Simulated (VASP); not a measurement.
# MoH6 (Im-3m) in VASP: a series of runs, part 2 of 2

VASP 6.6.1. The steps go on from the part before.

**3. Single point, PBE**

This run uses another cell than the first one, of 4.41 Å³/atom, 1.003 times its volume.

The input, INCAR:

```
SYSTEM = MoH6
PREC     = Accurate       ! precision mode
ENCUT    = 500            ! plane-wave cutoff, eV
EDIFF    = 1E-6           ! SCF threshold, eV
ISMEAR   = 0              ! smearing method
SIGMA    = 0.15           ! smearing width, eV
LREAL    = .False.        ! projectors in reciprocal space
LASPH    = .True.         ! aspherical terms in the spheres
NELM     = 120            ! most SCF steps
ALGO     = Normal         ! electronic algorithm
ISIF     = 2              ! what is computed and relaxed
LWAVE    = .False.        ! write WAVECAR
LCHARG   = .False.        ! write CHGCAR
GGA      = PE             ! functional
NBANDS   = 19             ! bands
GGA_COMPAT= .False.
```

The input, KPOINTS:

```
regular mesh
0
Gamma
  3 3 3
  0 0 0
```

The input, POSCAR:

```
MoH6
1.0
   -1.9764375000      1.9764375000      1.9764375000
    1.9764375000     -1.9764375000      1.9764375000
    1.9764375000      1.9764375000     -1.9764375000
H Mo
6 1
Direct
    0.2500000000      0.7500000000      0.5000000000
    0.2500000000      0.5000000000      0.7500000000
    0.5000000000      0.2500000000      0.7500000000
    0.7500000000      0.2500000000      0.5000000000
    0.5000000000      0.7500000000      0.2500000000
    0.7500000000      0.5000000000      0.2500000000
    0.0000000000      0.0000000000      0.0000000000
```

Potentials or basis: VASP PAW PBE potentials, release 64 (H, Mo_sv).

Started as:

```console
> cat potpaw_PBE.64/H/POTCAR potpaw_PBE.64/Mo_sv/POTCAR > POTCAR
> mpirun -np 1 vasp_std > vasp.out
```

OUTCAR:

```text
SYSTEM = MoH6
   PREC = Accurate
   ENCUT = 500
   EDIFF = 1E-6
   ISMEAR = 0
   LREAL = .False.
   LASPH = .True.
   NELM = 120
   ISIF = 2
   GGA = PE

 ion  position               nearest neighbor table
   1  0.250  0.750  0.500-
   2  0.250  0.500  0.750-
   3  0.500  0.250  0.750-
   4  0.750  0.250  0.500-
   5  0.500  0.750  0.250-
   6  0.750  0.500  0.250-
   7  0.000  0.000  0.000-

  LATTYP: Found a body centered cubic cell.
 ALAT       =     3.9528750000

  Lattice vectors:

 A1 = (  -1.9764375000,   1.9764375000,   1.9764375000)
 A2 = (   1.9764375000,  -1.9764375000,   1.9764375000)
 A3 = (   1.9764375000,   1.9764375000,  -1.9764375000)

Analysis of symmetry for initial positions (statically):
=====================================================================
 Subroutine PRICEL returns:
 Original cell was already a primitive cell.

 Routine SETGRP: Setting up the symmetry group for a
 body centered cubic supercell.

 Subroutine GETGRP returns: Found 48 space group operations
 (whereof 48 operations were pure point group operations)
 out of a pool of 48 trial point group operations.

The static configuration has the point symmetry O_h .

Analysis of symmetry for dynamics (positions and initial velocities):
=====================================================================
 Subroutine PRICEL returns:
 Original cell was already a primitive cell.

 Routine SETGRP: Setting up the symmetry group for a
 body centered cubic supercell.

 Subroutine GETGRP returns: Found 48 space group operations
 (whereof 48 operations were pure point group operations)
 out of a pool of 48 trial point group operations.

The dynamic configuration has the point symmetry O_h .

[... 105 lines left out ...]
   IMIX   =      4    mixing-type and parameters
     AMIX     =   0.40;   BMIX     =  1.00
     AMIX_MAG =   1.60;   BMIX_MAG =  1.00
  volume/ion in A,a.u.               =       4.41        29.77
  Fermi-wavevector in a.u.,A,eV,Ry     =   1.416386  2.676582 27.295334  2.006150
  Thomas-Fermi vector in A             =   2.537726
   LORBIT       =      0    0 simple, 1 ext, 2 COOP (PROOUT), +10 PAW based schemes
   GGA     = PE    functional components
   LHFCALC =     F    Hartree Fock is set to
   AEXX    =    0.0000 exact exchange contribution
   IVDW    =     0    specifies the selected vdW correction
   LEPSILON=     F    determine dielectric tensor
   LRPA    =     F    only Hartree local field effects (RPA)
 non-spin polarized calculation
 Gauss-broadening in eV      SIGMA  =   0.15
  energy-cutoff  :      500.00
  volume of cell :       30.88
 maximum number of plane-waves:       787
 NGX is ok and might be reduce to    28
   NGX = 13   NGY = 13   NGZ = 13

 number of electron      19.9999999 magnetization

 Free energy of the ion-electron system (eV)
  ---------------------------------------------------
  ext. energy  EPLUGINS =         0.00000000
  ---------------------------------------------------
  free energy    TOTEN  =       -25.09343379 eV

  energy without entropy =      -25.05664080  energy(sigma->0) =      -25.07503730

 E-fermi :   9.0970     XC(G=0): -12.4604

 val. band max:        8.6410056296   @ k =   0.3333   0.0000   0.0000
 cond. band min:       9.1193263853   @ k =   0.3333   0.0000   0.0000
 fundamental gap:      0.4783207558
 Fermi energy:         9.0970094861

 k-point     1 :       0.0000    0.0000    0.0000
  band No.  band energies     occupation
      1     -52.3157      2.00000
      2     -26.3824      2.00000
      3     -26.3824      2.00000
      4     -26.3824      2.00000
      5      -6.3380      2.00000
      6       6.4265      2.00000
[... 65 lines left out ...]
      6      -0.8041      2.00000
[... 11 lines left out ...]
     18      21.7594      0.00000
     19      21.9836      0.00000

------------------------ aborting loop because EDIFF is reached ----------------------------------------

  FORCE on cell =-STRESS in cart. coord.  units (eV):
  Direction    XX          YY          ZZ          XY          YZ          ZX
  --------------------------------------------------------------------------------------
  -------------------------------------------------------------------------------------
  Total       -0.0403084     -0.0403084     -0.0403084      0.0000000     -0.0000000      0.0000000
  in kB       -2.0912070     -2.0912070     -2.0912070      0.0000000     -0.0000000      0.0000000
  external PRESSURE =      -2.0912070 kB  Pullay stress =       0.0000000 kB

 VOLUME and BASIS-vectors are now :
 -----------------------------------------------------------------------------
  energy-cutoff  :      500.00
  volume of cell :       30.88
      direct lattice vectors                 reciprocal lattice vectors
    -1.976437500  1.976437500  1.976437500     0.000000000  0.252980426  0.252980426
     1.976437500 -1.976437500  1.976437500     0.252980426  0.000000000  0.252980426
     1.976437500  1.976437500 -1.976437500     0.252980426  0.252980426  0.000000000

 POSITION                                       TOTAL-FORCE (eV/Angst)
 -----------------------------------------------------------------------------------
      1.97644      0.00000      0.98822         0.000000      0.000000      0.000000
      1.97644      0.98822      0.00000         0.000000     -0.000000     -0.000000
      0.98822      1.97644      0.00000        -0.000000     -0.000000      0.000000
      0.00000      1.97644      0.98822         0.000000     -0.000000     -0.000000
      0.98822      0.00000      1.97644        -0.000000     -0.000000     -0.000000
      0.00000      0.98822      1.97644        -0.000000      0.000000      0.000000
      0.00000      0.00000      0.00000        -0.000000      0.000000      0.000000
 -----------------------------------------------------------------------------------
    total drift:                               -0.000000      0.000000      0.000000

  FREE ENERGIE OF THE ION-ELECTRON SYSTEM (eV)
  ---------------------------------------------------
  free  energy   TOTEN  =       -25.0934337939 eV

  energy  without entropy=      -25.0566408001  energy(sigma->0) =      -25.07503730
```

Wall time 3.8 s (1 thread of AMD EPYC 7R13 (Zen 3), shared host); peak memory 0.12 GiB.

Results:

| Quantity | Value |
| --- | --- |
| Free energy | -25.0934 eV |
| Pressure | -0.2 GPa |
| Band gap on the k mesh | zero (band 10 reaches 9.73 eV, above the bottom of band 11 at 7.16 eV) |

Caveat: the k points lie up to 0.75 Å⁻¹ apart.

**4. Relaxation of cell and atoms, PBE**

This run uses another cell than the first one, of 8.82 Å³/atom, 2.006 times its volume.

The input, INCAR:

```
SYSTEM = MoH6
PREC = Accurate
ENCUT = 500
EDIFF = 1E-7
ISMEAR = 0
SIGMA = 0.15
LREAL = .FALSE.
LASPH = .TRUE.
NELM = 120
ALGO = Normal
ISIF = 3
LWAVE = .FALSE.
LCHARG = .FALSE.
GGA = PE
IBRION = 2
NSW = 36
EDIFFG = -0.08
GGA_COMPAT = .FALSE.
NELMIN = 4
```

The input, KPOINTS:

```
Automatic mesh
0
G
  3 3 3
  0 0 0
```

Changes to POSCAR since step 3:

```diff
@@ -2,5 +2,5 @@
 1.0
-   -1.9764375000      1.9764375000      1.9764375000
-    1.9764375000     -1.9764375000      1.9764375000
-    1.9764375000      1.9764375000     -1.9764375000
+   -2.4900000000      2.4900000000      2.4900000000
+    2.4900000000     -2.4900000000      2.4900000000
+    2.4900000000      2.4900000000     -2.4900000000
 H Mo
```

Started as:

```console
> cat potpaw_PBE.64/H/POTCAR potpaw_PBE.64/Mo_sv/POTCAR > POTCAR
> mpirun -np 1 vasp_std > vasp.out
```

It took 1.9 min on 1 thread of AMD EPYC 7R43 (Zen 3), shared host; peak memory 0.15 GiB.

It converged, with:

| Property | Result |
| --- | --- |
| Free energy | -25.1158 eV |
| Relaxed volume | 4.42 Å³/atom |
| Relaxed cell | a = 3.426 Å, b = 3.426 Å, c = 3.426 Å, α = 109.47°, β = 109.47°, γ = 109.47° |
| Space group after relaxing (to 0.05 Å) | Im-3m (No. 229) |
| Energy gained by relaxing | 703.9 meV/atom |
| Ionic steps | 7 |
| Pressure after relaxing | -0.3 GPa |
| Band gap on the k mesh | zero (band 10 reaches 9.69 eV, above the bottom of band 11 at 7.13 eV) |

Step by step:
```csv
step,energy change (eV),largest force (eV/Å),pressure (GPa),volume (Å³)
1,0.0000,0.0000,-28.89,61.75
2,-2.4756,0.0000,-30.60,48.60
3,-1.4697,0.0000,149.66,20.56
4,-4.3742,0.0000,-22.23,37.69
5,-4.8100,0.0000,16.28,28.43
6,-4.9212,0.0000,-3.16,31.53
7,-4.9274,0.0000,-0.30,30.96
```

Final structure:
```xyz
7
Lattice="-1.9782 1.9782 1.9782 1.9782 -1.9782 1.9782 1.9782 1.9782 -1.9782" Properties=species:S:1:pos:R:3 pbc="T T T"
H     1.9782    0.0000    0.9891
H     1.9782    0.9891    0.0000
H     0.9891    1.9782    0.0000
H     0.0000    1.9782    0.9891
H     0.9891    0.0000    1.9782
H     0.0000    0.9891    1.9782
Mo    0.0000    0.0000    0.0000
```

Levels at points of the mesh, in eV from the Fermi level:
| k point | band 7 | band 8 | band 9 | band 10 | band 11 | band 12 | band 13 | band 14 |
| --- | --- | --- | --- | --- | --- | --- | --- | --- |
| (0.00, 0.00, 0.00) | -2.66 | -2.44 | -2.44 | -2.44 | -1.93 | -1.93 | -1.93 | 4.86 |

Caveat: the k points lie up to 0.75 Å⁻¹ apart in the final cell; the volume moved by over 15 % at a fixed basis, so the end points are rough.

**5. Overview**

```tsv
task	cell	gap on the mesh (eV)	pressure (GPa)
single point	a = 3.420 Å, angles 109.5°, 7 atoms	none	0.3
single point	a = 3.423 Å, angles 109.5°, 7 atoms	none	-0.2
relaxation of cell and atoms	relaxed from a = 4.313 Å, angles 109.5°, 7 atoms	none	-0.3
```

Alike in all rows: level PBE; potentials or basis VASP PAW PBE potentials, release 64 (H, Mo_sv); no spin polarisation; k mesh 3 × 3 × 3; cutoff (eV) 500; smearing gaussian 0.15 eV.

Caveats: all runs use coarse meshes; the volume moved by over 15 % at a fixed basis, so the end points are rough (some runs).

Total energies depend on the potentials used, so only differences within one code and one set of settings carry meaning.
